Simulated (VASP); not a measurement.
# BN (C2) in VASP: single point with PBE

Aim: the single point of BN with PBE.

All numbers are computed with VASP 6.6.1; they aren't measurements. Logs are shortened: lines on timing, memory, paths and dates and some standing lists are left out, and cuts for length are marked.

**1. The cell of the first run**

The structure is monoclinic, space group C2 (No. 5). The conventional cell has a = 3.627 Å, b = 3.625 Å, c = 2.558 Å, α = 90.00°, β = 130.84°, γ = 90.00°. Within 2.1 Å of B (site symmetry 2) lie 4 N at 1.57 to 1.65 Å. Within 2.1 Å of N (site symmetry 2) lie 4 B at 1.57 to 1.65 Å.

**2. Single point, PBE (engineering shear strain xz -0.0750, normal strain along z +0.0700)**

INCAR

```
SYSTEM = BN
ALGO = Normal ; EDIFF = 1E-6
ENCUT = 520 ; GGA = PE
ISIF = 2 ; ISMEAR = 0
LASPH = .True. ; LCHARG = .False.
LREAL = .False. ; LWAVE = .False.
NBANDS = 11 ; NELM = 60
PREC = Accurate ; SIGMA = 0.05
```

KPOINTS

```
k-points
0
Gamma
  12 12 12
  0 0 0
```

POSCAR

```
BN
1.0
   -0.0679647668      1.9392613453      1.8123937807
    1.8123937807     -0.0679647668      1.8123937807
    1.7444290139      1.8712965786      0.0000000000
B N
1 1
Direct
    0.0000000000      0.0000000000      0.0000000000
    0.7500000000      0.7500000000      0.7500000000
```

Potentials or basis: VASP PAW PBE potentials, release 64 (B, N).

On the command line:

```console
cat potpaw_PBE.64/B/POTCAR potpaw_PBE.64/N/POTCAR > POTCAR
mpirun -np 1 vasp_std > vasp.out
```

OUTCAR:

```text
SYSTEM = BN
   EDIFF = 1E-6
   ENCUT = 520
   GGA = PE
   ISIF = 2
   ISMEAR = 0
   LASPH = .True.
   LREAL = .False.
   NELM = 60
   PREC = Accurate

 ion  position               nearest neighbor table
   1  0.000  0.000  0.000-   2 1.57   2 1.57   2 1.65   2 1.65
   2  0.750  0.750  0.750-   1 1.57   1 1.57   1 1.65   1 1.65

  LATTYP: Found a base centered monoclinic cell.
 ALAT       =     3.6273353448
 B/A-ratio  =     0.9992976157
 C/A-ratio  =     0.7052773451
 COS(beta)  =    -0.6539866999

  Lattice vectors:

 A1 = (  -1.8123937807,   0.0679647668,  -1.8123937807)
 A2 = (  -1.8123937807,   0.0679647667,   1.8123937807)
 A3 = (   1.7444290139,   1.8712965786,   0.0000000000)

Analysis of symmetry for initial positions (statically):
=====================================================================
 Subroutine PRICEL returns:
 Original cell was already a primitive cell.

 Routine SETGRP: Setting up the symmetry group for a
 base centered monoclinic supercell.

 Subroutine GETGRP returns: Found  2 space group operations
 (whereof  2 operations were pure point group operations)
 out of a pool of  4 trial point group operations.

The static configuration has the point symmetry C_2 .

Analysis of symmetry for dynamics (positions and initial velocities):
=====================================================================
 Subroutine PRICEL returns:
 Original cell was already a primitive cell.

 Routine SETGRP: Setting up the symmetry group for a
 base centered monoclinic supercell.

 Subroutine GETGRP returns: Found  2 space group operations
 (whereof  2 operations were pure point group operations)
 out of a pool of  4 trial point group operations.

The dynamic configuration has the point symmetry C_2 .

 Subroutine INISYM returns: Found  2 space group operations
 (whereof  2 operations are pure point group operations),
 and found     1 'primitive' translations

----------------------------------------------------------------------------------------

                                     Primitive cell

  volume of cell :      12.7233

  direct lattice vectors                    reciprocal lattice vectors
    -0.067964767  1.939261345  1.812393781    -0.266559934  0.248488074  0.275878236
     1.812393781 -0.067964767  1.812393781     0.266559934 -0.248488074  0.275878236
     1.744429014  1.871296579  0.000000000     0.285922641  0.267850781 -0.275878236

  length of vectors
     2.655207147  2.564012801  2.558277442     0.457065994  0.457065994  0.479170741

  position of ions in fractional coordinates (direct lattice)
[... 83 lines left out ...]
   IBRION =     -1    ionic relax: 0-MD 1-quasi-New 2-CG
   NFREE  =      0    steps in history (QN), initial steepest desc. (CG)
   ISIF   =      2    stress and relaxation
   ISYM   =      2    0-nonsym 1-usesym 2-fastsym
   POTIM  = 0.5000    time-step for ionic-motion
   TEBEG  =    0.0;   TEEND  =   0.0 temperature during run
   PSTRESS=    0.0 pullay stress
   NELECT =       8.0000    total number of electrons
   NUPDOWN=      -1.0000    fix difference up-down
   EMIN   =  10.00;   EMAX   =-10.00  energy-range for DOS
   EFERMI =   0.00;   METHOD = LEGACY
   ISMEAR =     0;   SIGMA  =   0.05  broadening in eV -4-tet -1-fermi 0-gaus
   EFERMI_NEDOS =   21; number of points for ismear=-14 and -15
   IALGO  =     38    algorithm
   IMIX   =      4    mixing-type and parameters
     AMIX     =   0.40;   BMIX     =  1.00
     AMIX_MAG =   1.60;   BMIX_MAG =  1.00
  volume/ion in A,a.u.               =       6.36        42.93
  Fermi-wavevector in a.u.,A,eV,Ry     =   1.402506  2.650352 26.762973  1.967023
  Thomas-Fermi vector in A             =   2.525261
   LORBIT       =      0    0 simple, 1 ext, 2 COOP (PROOUT), +10 PAW based schemes
   GGA     = PE    functional components
   LHFCALC =     F    Hartree Fock is set to
   AEXX    =    0.0000 exact exchange contribution
   IVDW    =     0    specifies the selected vdW correction
   LEPSILON=     F    determine dielectric tensor
   LRPA    =     F    only Hartree local field effects (RPA)
 non-spin polarized calculation
 Gauss-broadening in eV      SIGMA  =   0.05
  energy-cutoff  :      520.00
  volume of cell :       12.72
 maximum number of plane-waves:       353
   NGX =  9   NGY =  9   NGZ =  9

 number of electron       7.9999999 magnetization

 Free energy of the ion-electron system (eV)
  ---------------------------------------------------
  ext. energy  EPLUGINS =         0.00000000
  ---------------------------------------------------
  free energy    TOTEN  =       -17.24780185 eV

  energy without entropy =      -17.24780185  energy(sigma->0) =      -17.24780185

 E-fermi :   7.0994     XC(G=0): -12.4624

 val. band max:        6.7691548814   @ k =   0.0000   0.0000   0.0000
 cond. band min:      10.2978014558   @ k =   0.5000   0.5000   0.0000
 fundamental gap:      3.5286465744
 Fermi energy:         7.0993620889

 k-point     1 :       0.0000    0.0000    0.0000
  band No.  band energies     occupation
      1     -12.8991      2.00000
      2       6.0679      2.00000
      3       6.7002      2.00000
      4       6.7692      2.00000
      5      13.8638      0.00000
      6      14.2188      0.00000
      7      16.0544      0.00000
      8      16.7070      0.00000
      9      29.9538      0.00000
     10      31.4257      0.00000
     11      31.9482      0.00000
[... 309 lines left out ...]
 k-point    24 :      -0.4167    0.1667    0.0000
  band No.  band energies     occupation
      1      -8.9728      2.00000
      2      -2.8426      2.00000
      3       3.0076      2.00000
      4       4.2392      2.00000
      5      15.6287      0.00000
      6      17.6502      0.00000
      7      19.3417      0.00000
      8      20.5915      0.00000
      9      26.1442      0.00000
     10      31.2921      0.00000
     11      32.0114      0.00000

 [... further k-points ...]
[... 5 lines left out ...]
  --------------------------------------------------------------------------------------
  -------------------------------------------------------------------------------------
  Total       -0.4308983     -3.7423164     -0.6057019      2.0331106      0.0000000      0.0000000
  in kB      -54.2606591   -471.2493503    -76.2727101    256.0184517      0.0000000      0.0000000
  external PRESSURE =    -200.5942399 kB  Pullay stress =       0.0000000 kB

 VOLUME and BASIS-vectors are now :
 -----------------------------------------------------------------------------
  energy-cutoff  :      520.00
  volume of cell :       12.72
      direct lattice vectors                 reciprocal lattice vectors
    -0.067964767  1.939261345  1.812393781    -0.266559934  0.248488074  0.275878236
     1.812393781 -0.067964767  1.812393781     0.266559934 -0.248488074  0.275878236
     1.744429014  1.871296579  0.000000000     0.285922641  0.267850781 -0.275878236

 POSITION                                       TOTAL-FORCE (eV/Angst)
 -----------------------------------------------------------------------------------
      0.00000      0.00000      0.00000         0.000000      0.000000     -0.106514
      2.61664      2.80694      2.71859        -0.000000     -0.000000      0.106514
 -----------------------------------------------------------------------------------
    total drift:                               -0.000000      0.000001     -0.000114

  FREE ENERGIE OF THE ION-ELECTRON SYSTEM (eV)
  ---------------------------------------------------
  free  energy   TOTEN  =       -17.2478018514 eV

  energy  without entropy=      -17.2478018514  energy(sigma->0) =      -17.24780185
```

OSZICAR:

```text
N       E                     dE             d eps       ncg     rms          rms(c)
DAV:   1     0.991663233894E+01    0.99166E+01   -0.48801E+03 10795   0.717E+02
DAV:   2    -0.175944464510E+02   -0.27511E+02   -0.26677E+02 12664   0.160E+02
DAV:   3    -0.181302372980E+02   -0.53579E+00   -0.53491E+00 12218   0.192E+01
DAV:   4    -0.181309333199E+02   -0.69602E-03   -0.69601E-03 11174   0.778E-01
DAV:   5    -0.181309340492E+02   -0.72936E-06   -0.72936E-06 11960   0.247E-02    0.637E+00
DAV:   6    -0.173117470215E+02    0.81919E+00   -0.31833E+00 11045   0.987E+00    0.303E+00
DAV:   7    -0.172600145943E+02    0.51732E-01   -0.81351E-02 11879   0.245E+00    0.183E+00
DAV:   8    -0.172476008773E+02    0.12414E-01   -0.33870E-02 11645   0.133E+00    0.163E-01
DAV:   9    -0.172477004945E+02   -0.99617E-04   -0.13550E-03 10943   0.288E-01    0.805E-02
DAV:  10    -0.172477951514E+02   -0.94657E-04   -0.15605E-04 11408   0.106E-01    0.155E-02
DAV:  11    -0.172478014403E+02   -0.62889E-05   -0.10464E-05 12191   0.272E-02    0.102E-02
DAV:  12    -0.172478018514E+02   -0.41108E-06   -0.15235E-06  7003   0.891E-03
   1 F= -.17247802E+02 E0= -.17247802E+02  d E =-.186732E-23
```

stdout:

```text
POSCAR found type information on POSCAR B N
 POSCAR found :  2 types and       2 ions
 scaLAPACK will be used
 LDA part: xc-table for (Slater+PW92), standard interpolation
 POSCAR, INCAR and KPOINTS ok, starting setup
 FFT: planning ... GRIDC
 FFT: planning ... GRID_SOFT
 FFT: planning ... GRID
 WAVECAR not read
 entering main loop
```

Wall time 1.9 min (1 thread of AMD EPYC 7R13, shared host); peak memory 0.14 GiB.

Results:

* Free energy: -17.2478 eV
* Pressure: -20.1 GPa
* Largest force: 0.107 eV/Å
* Band gap on the k mesh: 3.53 eV, indirect (least direct gap 7.09 eV)

Forces in eV/Å, atoms in the order of the input:
```
B    0.000  0.000 -0.107
N    0.000  0.000  0.107
```

Caveat: the cell differs from its parent crystal (engineering shear strain xz -0.0750, normal strain along z +0.0700). A k mesh can miss the band edges.
